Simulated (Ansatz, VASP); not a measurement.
**SiW6 in VASP and in Ansatz**

Contents of INCAR:

```
ALGO = Normal ; DIPOL = 0.5 0.5 0.320
EDIFF = 1E-6 ; ENCUT = 520
GGA = PE ; IDIPOL = 3
ISIF = 2 ; ISMEAR = 0
IVDW = 12 ; LASPH = True
LCHARG = False ; LDIPOL = True
LREAL = False ; LWAVE = False
NBANDS = 53 ; NELM = 60
PREC = Accurate ; SIGMA = 0.1
```

File KPOINTS:

```
k-points
0
Gamma
  6 6 1
```

File POSCAR:

```
SiW6
1.0
    4.4682526324      0.0000000000      0.0000000000
   -2.2341263162      3.8696202902      0.0000000000
    0.0000000000      0.0000000000     21.7259061349
W Si
6 1
Direct
    0.6666666667      0.3333333333      0.1841119986
    0.3333333333      0.6666666667      0.2260931360
    0.0000000000      0.0000000000      0.2680742733
    0.6666666667      0.3333333333      0.3070897866
    0.3333333333      0.6666666667      0.3466976876
    0.0000000000      0.0000000000      0.3832248047
    0.4444444444      0.1111111111      0.5259116036
```

Input for Ansatz:

```yaml
crystal:
  lattice:
    - [4.4682526324, 0.0, 0.0]
    - [-2.2341263162, 3.8696202902, 0.0]
    - [0.0, 0.0, 21.7259061349]
  atoms:
    - { symbol: W, position: [0.6666666667, 0.3333333333, 0.1841119986] }
    - { symbol: W, position: [0.3333333333, 0.6666666667, 0.226093136] }
    - { symbol: W, position: [0.0, 0.0, 0.2680742733] }
    - { symbol: W, position: [0.6666666667, 0.3333333333, 0.3070897866] }
    - { symbol: W, position: [0.3333333333, 0.6666666667, 0.3466976876] }
    - { symbol: W, position: [0.0, 0.0, 0.3832248047] }
    - { symbol: Si, position: [0.4444444444, 0.1111111111, 0.5259116036] }
basis:
  ecutwfc: 420
kpoints:
  mp_grid: { grid: [6, 6, 1] }
hamiltonian:
  xc: pbe
  pseudopotentials: { kind: paw, azcp: { folder: soft_1 } }
  dispersion: d3bj
scf:
  occupations: { method: gaussian, width: 0.1 }
output:
  forces: true
  eigenvalues: true
efield:
  axis: 3
  dipole_correction: true
  ramp_width: 0.04
```

Alike in both runs: task single point; functional PBE; dispersion D3(BJ); k mesh 6 × 6 × 1; occupations gaussian, width 0.1 eV; no spin polarisation.

|  | VASP | Ansatz |
| --- | --- | --- |
| version | VASP 6.6.1 | Ansatz 0.2.0 |
| potentials or method | VASP PAW PBE potentials, release 64 (W_sv, Si), cutoff 520 eV | scalar-relativistic, plane waves, PAW |
| valence electrons in the cell | 88 | 88 |

|  | VASP | Ansatz | Ansatz less VASP |
| --- | --- | --- | --- |
| gap on the k mesh at the Fermi level (eV) | none | none | - |
| rms of the force components (eV/Å) | 0.851 | 0.840 | -0.0102 |

Atom by atom the forces differ by 0.021 eV/Å (rms over components). A gap of «none» marks a metal or a gap that the smearing closes. Ansatz's warnings: dispersion switch in reach, vacuum below fermi.

Spin-orbit coupling is off throughout.
